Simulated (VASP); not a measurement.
# LiBe4 (Im-3m) in VASP: relaxation of cell and atoms with PBE

Aim: the relaxation of cell and atoms of LiBe4 with PBE.

Everything below comes from runs of VASP 6.6.1. Logs are shortened: lines on timing, memory, paths and dates and some standing lists are left out, and cuts for length are marked.

### Step 1. The cell of the first run

Symmetry: Im-3m, No. 229, cubic system. Conventional cell: a = 4.348 Å, b = 4.348 Å, c = 4.348 Å, α = 90.00°, β = 90.00°, γ = 90.00°. Li (site symmetry m-3m) has 8 Be at 1.88 Å within 2.5 Å. Be (site symmetry -3m) has 2 Li at 1.88 Å and 6 Be at 2.17 Å within 2.5 Å.

The cell was generated, and may not be a known phase.

### Step 2. Relaxation of cell and atoms, PBE

Contents of INCAR:

```
ALGO     = Normal         # electronic algorithm
EDIFF    = 1E-7           # SCF threshold, eV
EDIFFG   = -0.08          # ionic threshold
ENCUT    = 750            # plane-wave cutoff, eV
GGA      = PE             # functional
GGA_COMPAT= F            
IBRION   = 2              # ionic algorithm
ISIF     = 3              # what is computed and relaxed
ISMEAR   = 0              # smearing method
LASPH    = T              # aspherical terms in the spheres
LCHARG   = F              # write CHGCAR
LREAL    = F              # projectors in reciprocal space
LWAVE    = F              # write WAVECAR
NELM     = 120            # most SCF steps
NELMIN   = 4            
NSW      = 36             # ionic steps
PREC     = Accurate       # precision mode
SIGMA    = 0.2            # smearing width, eV
```

Contents of KPOINTS:

```
k-points
0
Gamma
  5 5 5
```

Contents of POSCAR:

```
LiBe4
1.0
   -2.1738336700      2.1738336700      2.1738336700
    2.1738336700     -2.1738336700      2.1738336700
    2.1738336700      2.1738336700     -2.1738336700
Li Be
1 4
Direct
    0.0000000000      0.0000000000      0.0000000000
    0.0000000000      0.0000000000      0.5000000000
    0.0000000000      0.5000000000      0.0000000000
    0.5000000000      0.0000000000      0.0000000000
    0.5000000000      0.5000000000      0.5000000000
```

Potentials or basis: VASP PAW PBE potentials, release 64 (Li_sv, Be).

Started as:

```bash
cat potpaw_PBE.64/Li_sv/POTCAR potpaw_PBE.64/Be/POTCAR > POTCAR
mpirun -np 1 vasp_std > vasp.out
```

OUTCAR:

```text
EDIFF = 1E-7
   EDIFFG = -0.08
   ENCUT = 750
   GGA = PE
   IBRION = 2
   ISIF = 3
   ISMEAR = 0
   LASPH = T
   LREAL = F
   NELM = 120
   NELMIN = 4
   NSW = 36
   PREC = Accurate

 ion  position               nearest neighbor table
   1  0.000  0.000  0.000-   2 1.88   3 1.88   4 1.88   5 1.88   2 1.88   3 1.88   4 1.88   5 1.88

   2  0.000  0.000  0.500-   1 1.88   1 1.88   4 2.17   5 2.17   3 2.17   3 2.17   4 2.17   5 2.17

   3  0.000  0.500  0.000-   1 1.88   1 1.88   4 2.17   5 2.17   2 2.17   2 2.17   5 2.17   4 2.17

   4  0.500  0.000  0.000-   1 1.88   1 1.88   3 2.17   5 2.17   5 2.17   2 2.17   2 2.17   3 2.17

   5  0.500  0.500  0.500-   1 1.88   1 1.88   3 2.17   4 2.17   4 2.17   3 2.17   2 2.17   2 2.17

  LATTYP: Found a body centered cubic cell.
 ALAT       =     4.3476673400

  Lattice vectors:

 A1 = (  -2.1738336700,   2.1738336700,   2.1738336700)
 A2 = (   2.1738336700,  -2.1738336700,   2.1738336700)
 A3 = (   2.1738336700,   2.1738336700,  -2.1738336700)

Analysis of symmetry for initial positions (statically):
=====================================================================
 Subroutine PRICEL returns:
 Original cell was already a primitive cell.

 Routine SETGRP: Setting up the symmetry group for a
 body centered cubic supercell.

 Subroutine GETGRP returns: Found 48 space group operations
 (whereof 48 operations were pure point group operations)
 out of a pool of 48 trial point group operations.

The static configuration has the point symmetry O_h .

Analysis of symmetry for dynamics (positions and initial velocities):
=====================================================================
 Subroutine PRICEL returns:
 Original cell was already a primitive cell.

 Routine SETGRP: Setting up the symmetry group for a
 body centered cubic supercell.

 Subroutine GETGRP returns: Found 48 space group operations
 (whereof 48 operations were pure point group operations)
 out of a pool of 48 trial point group operations.

The dynamic configuration has the point symmetry O_h .

 Subroutine INISYM returns: Found 48 space group operations
 (whereof 48 operations are pure point group operations),
 and found     1 'primitive' translations

----------------------------------------------------------------------------------------

                                     Primitive cell

  volume of cell :      41.0903

  direct lattice vectors                    reciprocal lattice vectors
    -2.173833670  2.173833670  2.173833670     0.000000000  0.230008398  0.230008398
     2.173833670 -2.173833670  2.173833670     0.230008398  0.000000000  0.230008398
     2.173833670  2.173833670 -2.173833670     0.230008398  0.230008398  0.000000000

  length of vectors
     3.765190364  3.765190364  3.765190364     0.325280996  0.325280996  0.325280996

  position of ions in fractional coordinates (direct lattice)
     0.000000000  0.000000000  0.000000000
     0.000000000  0.000000000  0.500000000
     0.000000000  0.500000000  0.000000000
     0.500000000  0.000000000  0.000000000
     0.500000000  0.500000000  0.500000000

  ion indices of the primitive-cell ions
   primitive index   ion index
                 1           1
                 2           2
                 3           3
                 4           4
                 5           5

----------------------------------------------------------------------------------------

 KPOINTS: k-points

Automatic generation of k-mesh.
 Grid dimensions read from file:
 generate k-points for:    5    5    5

 Generating k-lattice:

  Cartesian coordinates                     Fractional coordinates (reciprocal lattice)
     0.000000000  0.046001680  0.046001680     0.200000000  0.000000000  0.000000000
     0.046001680  0.000000000  0.046001680     0.000000000  0.200000000  0.000000000
     0.046001680  0.046001680  0.000000000     0.000000000  0.000000000  0.200000000

  Length of vectors
     0.065056199  0.065056199  0.065056199

  Shift w.r.t. Gamma in fractional coordinates (k-lattice)
     0.000000000  0.000000000  0.000000000

 Subroutine IBZKPT returns following result:
 ===========================================

 Found     10 irreducible k-points:

 Following reciprocal coordinates:
            Coordinates               Weight
  0.000000  0.000000  0.000000      1.000000
  0.200000  0.000000  0.000000     12.000000
  0.400000  0.000000  0.000000     12.000000
  0.200000  0.200000  0.000000     24.000000
  0.400000  0.200000 -0.000000     24.000000
  0.200000  0.200000  0.200000      8.000000
 -0.200000  0.200000  0.200000      6.000000
 -0.400000  0.400000  0.200000     24.000000
 -0.400000 -0.400000  0.200000      8.000000
 -0.400000  0.400000  0.400000      6.000000
   k-points           NKPTS =     10   k-points in BZ     NKDIM =     10   number of bands    NBANDS=      9
   number of dos      NEDOS =    301   number of ions     NIONS =      5
   total plane-waves  NPLWV =  46656
   dimension x,y,z NGX =    36 NGY =   36 NGZ =   36
   dimension x,y,z NGXF=    72 NGYF=   72 NGZF=   72
   ions per type =               1   4
   NGX,Y,Z   is equivalent  to a cutoff of  15.90, 15.90, 15.90 a.u.
   NGXF,Y,Z  is equivalent  to a cutoff of  31.79, 31.79, 31.79 a.u.
 SYSTEM =  unknown system
   PREC   = accura    normal or accurate (medium, high low for compatibility)
   ISTART =      0    job   : 0-new  1-cont  2-samecut
   ICHARG =      2    charge: 1-file 2-atom 10-const
   ISPIN  =      1    spin polarized calculation?
   LNONCOLLINEAR =      F non collinear calculations
   LSORBIT =      F    spin-orbit coupling
   LASPH  =      T    aspherical Exc in radial PAW
   ENCUT  =  750.0 eV  55.12 Ry    7.42 a.u.   8.41  8.41  8.41*2*pi/ulx,y,z
   NELM   =    120;   NELMIN=  4; NELMDL= -5     # of ELM steps
   EDIFF  = 0.1E-06   stopping-criterion for ELM
   LREAL  =      F    real-space projection
   EDIFFG = -.8E-01   stopping-criterion for IOM
   NSW    =     36    number of steps for IOM
   IBRION =      2    ionic relax: 0-MD 1-quasi-New 2-CG
   NFREE  =      1    steps in history (QN), initial steepest desc. (CG)
   ISIF   =      3    stress and relaxation
   ISYM   =      2    0-nonsym 1-usesym 2-fastsym
   POTIM  = 0.5000    time-step for ionic-motion
   TEBEG  =    0.0;   TEEND  =   0.0 temperature during run
   PSTRESS=    0.0 pullay stress
   NELECT =      11.0000    total number of electrons
   NUPDOWN=      -1.0000    fix difference up-down
   EMIN   =  10.00;   EMAX   =-10.00  energy-range for DOS
   EFERMI =   0.00;   METHOD = LEGACY
   ISMEAR =     0;   SIGMA  =   0.20  broadening in eV -4-tet -1-fermi 0-gaus
   EFERMI_NEDOS =   21; number of points for ismear=-14 and -15
   IALGO  =     38    algorithm
   IMIX   =      4    mixing-type and parameters
     AMIX     =   0.40;   BMIX     =  1.00
     AMIX_MAG =   1.60;   BMIX_MAG =  1.00
  volume/ion in A,a.u.               =       8.22        55.46
  Fermi-wavevector in a.u.,A,eV,Ry     =   1.055098  1.993846 15.146435  1.113232
  Thomas-Fermi vector in A             =   2.190283
   LORBIT       =      0    0 simple, 1 ext, 2 COOP (PROOUT), +10 PAW based schemes
   GGA     = PE    functional components
   LHFCALC =     F    Hartree Fock is set to
   AEXX    =    0.0000 exact exchange contribution
   IVDW    =     0    specifies the selected vdW correction
   LEPSILON=     F    determine dielectric tensor
   LRPA    =     F    only Hartree local field effects (RPA)
 conjugate gradient relaxation of ions
 non-spin polarized calculation
 Gauss-broadening in eV      SIGMA  =   0.20
  energy-cutoff  :      750.00
  volume of cell :       41.09
 maximum number of plane-waves:      1961
 NGX is ok and might be reduce to    36
   NGX = 17   NGY = 17   NGZ = 17

--------------------------------------- Ionic step        1  -------------------------------------------

 number of electron      10.9999999 magnetization

 Free energy of the ion-electron system (eV)
  ---------------------------------------------------
  ext. energy  EPLUGINS =         0.00000000
  ---------------------------------------------------
  free energy    TOTEN  =        -9.97935637 eV

  energy without entropy =       -9.93128812  energy(sigma->0) =       -9.95532224

 E-fermi :   5.3800     XC(G=0): -10.2724

 val. band max:        5.3754815962   @ k =   0.2000   0.0000   0.0000
 cond. band min:       5.9595283577   @ k =   0.4000   0.0000   0.0000
 fundamental gap:      0.5840467615
 Fermi energy:         5.3799906831

 k-point     1 :       0.0000    0.0000    0.0000
  band No.  band energies     occupation
      1     -38.7626      2.00000
      2      -3.5435      2.00000
      3       4.5396      2.00000
      4       4.5396      2.00000
      5       4.5396      2.00000
      6       6.4030      0.00000
      7       6.4030      0.00000
      8       6.4030      0.00000
      9      12.0886      0.00000

 k-point     2 :       0.2000    0.0000    0.0000
  band No.  band energies     occupation
      1     -38.7635      2.00000
      2      -3.1302      2.00000
      3       3.2933      2.00000
      4       4.3269      2.00000
      5       4.4931      2.00000
      6       5.3755      1.02544
      7       6.2168      0.00000
      8       6.5100      0.00000
      9      12.7144      0.00000

 k-point     3 :       0.4000    0.0000    0.0000
  band No.  band energies     occupation
      1     -38.7649      2.00000
      2      -1.9213      2.00000
      3       0.5490      2.00000
      4       3.7746      2.00000
      5       4.4212      2.00000
      6       5.2502      1.64137
      7       5.9595      0.00004
      8       8.0086      0.00000
      9      11.1693      0.00000
[... 182 lines left out ...]
 POSITION                                       TOTAL-FORCE (eV/Angst)
 -----------------------------------------------------------------------------------
      0.00000      0.00000      0.00000         0.000000      0.000000      0.000000
      1.21633      1.21633     -1.21633        -0.000000     -0.000000      0.000000
      1.21633     -1.21633      1.21633        -0.000000     -0.000000     -0.000000
     -1.21633      1.21633      1.21633         0.000000      0.000000      0.000000
      1.21633      1.21633      1.21633        -0.000000      0.000000     -0.000000
 -----------------------------------------------------------------------------------
    total drift:                               -0.000000     -0.000000     -0.000000

  FREE ENERGIE OF THE ION-ELECTRON SYSTEM (eV)
  ---------------------------------------------------
  free  energy   TOTEN  =       -11.5851484396 eV

  energy  without entropy=      -11.5390223112  energy(sigma->0) =      -11.56208538

--------------------------------------- Ionic step        4  -------------------------------------------

 number of electron      10.9999995 magnetization

 Free energy of the ion-electron system (eV)
  ---------------------------------------------------
  ext. energy  EPLUGINS =         0.00000000
  ---------------------------------------------------
  free energy    TOTEN  =       -11.59203320 eV

  energy without entropy =      -11.54468584  energy(sigma->0) =      -11.56835952

 E-fermi :   3.0038     XC(G=0):  -9.1408

 val. band max:        2.9345460320   @ k =   0.4000   0.0000   0.0000
 cond. band min:       3.1153984995   @ k =   0.4000   0.0000   0.0000
 fundamental gap:      0.1808524675
 Fermi energy:         3.0038322449

 k-point     1 :       0.0000    0.0000    0.0000
  band No.  band energies     occupation
      1     -41.1420      2.00000
      2      -4.5229      2.00000
      3       2.5077      1.99955
      4       2.5077      1.99955
      5       2.5077      1.99955
      6       3.9995      0.00000
      7       3.9995      0.00000
      8       3.9995      0.00000
      9       7.1685      0.00000

 k-point     2 :       0.2000    0.0000    0.0000
  band No.  band energies     occupation
      1     -41.1420      2.00000
      2      -4.1498      2.00000
      3       1.2853      2.00000
      4       2.2882      2.00000
      5       2.3959      1.99998
      6       3.1746      0.22724
      7       3.5804      0.00005
      8       4.1012      0.00000
      9       7.8885      0.00000

 k-point     3 :       0.4000    0.0000    0.0000
  band No.  band energies     occupation
      1     -41.1422      2.00000
      2      -3.0439      2.00000
      3      -1.0910      2.00000
      4       1.9982      2.00000
      5       2.0373      2.00000
      6       2.9345      1.37581
      7       3.1154      0.43017
      8       5.2437      0.00000
      9       7.6813      0.00000
[... 95 lines left out ...]
 VOLUME and BASIS-vectors are now :
 -----------------------------------------------------------------------------
  energy-cutoff  :      750.00
  volume of cell :       58.97
      direct lattice vectors                 reciprocal lattice vectors
    -2.452000786  2.452000786  2.452000786     0.000000000  0.203915106  0.203915106
     2.452000786 -2.452000786  2.452000786     0.203915106  0.000000000  0.203915106
     2.452000786  2.452000786 -2.452000786     0.203915106  0.203915106  0.000000000

 POSITION                                       TOTAL-FORCE (eV/Angst)
 -----------------------------------------------------------------------------------
      2.45200      2.45200      2.45200         0.000000     -0.000000     -0.000000
      1.22600      1.22600      3.67800        -0.000000      0.000000      0.000000
      3.67800      1.22600     -1.22600        -0.000000     -0.000000     -0.000000
     -1.22600      1.22600      1.22600        -0.000000      0.000000     -0.000000
      1.22600      1.22600      1.22600        -0.000000      0.000000     -0.000000
 -----------------------------------------------------------------------------------
    total drift:                                0.000000      0.000000     -0.000000

  FREE ENERGIE OF THE ION-ELECTRON SYSTEM (eV)
  ---------------------------------------------------
  free  energy   TOTEN  =       -11.5920332048 eV

  energy  without entropy=      -11.5446858390  energy(sigma->0) =      -11.56835952

 reached required accuracy - stopping structural energy minimisation
```

Wall time 53 s (1 thread of Intel Xeon 8259CL, shared host); peak memory 0.2 GiB.

Results:

```yaml
Free_energy: -11.5920 eV
Relaxed_volume: 11.79 Å³/atom
Relaxed_cell: a = 4.247 Å, b = 4.247 Å, c = 4.247 Å, α = 109.47°, β = 109.47°, γ = 109.47°
Space_group_after_relaxing_to_0.1_Å: Im-3m (No. 229)
Energy_gained_by_relaxing: 322.5 meV/atom
Ionic_steps: 4
Pressure_after_relaxing: 0.1 GPa
Band_gap_on_the_k_mesh: zero (an odd number of electrons rules out a gap without spin polarisation)
```

Step by step:
| step | energy change (eV) | largest force (eV/Å) | pressure (GPa) | volume (Å³) |
| --- | --- | --- | --- | --- |
| 1 | 0.0000 | 0.0000 | 37.69 | 41.09 |
| 2 | -1.5147 | 0.0000 | 6.25 | 53.69 |
| 3 | -1.6058 | 0.0000 | 1.49 | 57.58 |
| 4 | -1.6127 | 0.0000 | 0.12 | 58.97 |

Final structure:
```cif
data_structure
_symmetry_space_group_name_H-M 'P 1'
_symmetry_Int_Tables_number 1
_cell_length_a 4.2470
_cell_length_b 4.2470
_cell_length_c 4.2470
_cell_angle_alpha 109.471
_cell_angle_beta 109.471
_cell_angle_gamma 109.471
_cell_volume 58.97
loop_
_atom_site_label
_atom_site_type_symbol
_atom_site_fract_x
_atom_site_fract_y
_atom_site_fract_z
_atom_site_occupancy
Li1 Li 0.00000 0.00000 0.00000 1
Be1 Be 0.00000 0.00000 0.50000 1
Be2 Be 0.00000 0.50000 0.00000 1
Be3 Be 0.50000 0.00000 0.00000 1
Be4 Be 0.50000 0.50000 0.50000 1
```

Caveat: the k points lie up to 0.36 Å⁻¹ apart in the final cell, too coarse for converged energies and pressures of a metal; the volume moved by over 15 % at a fixed basis, so the end points are rough.

The gap in the log of VASP goes by the Fermi energy; the results here count the filled bands.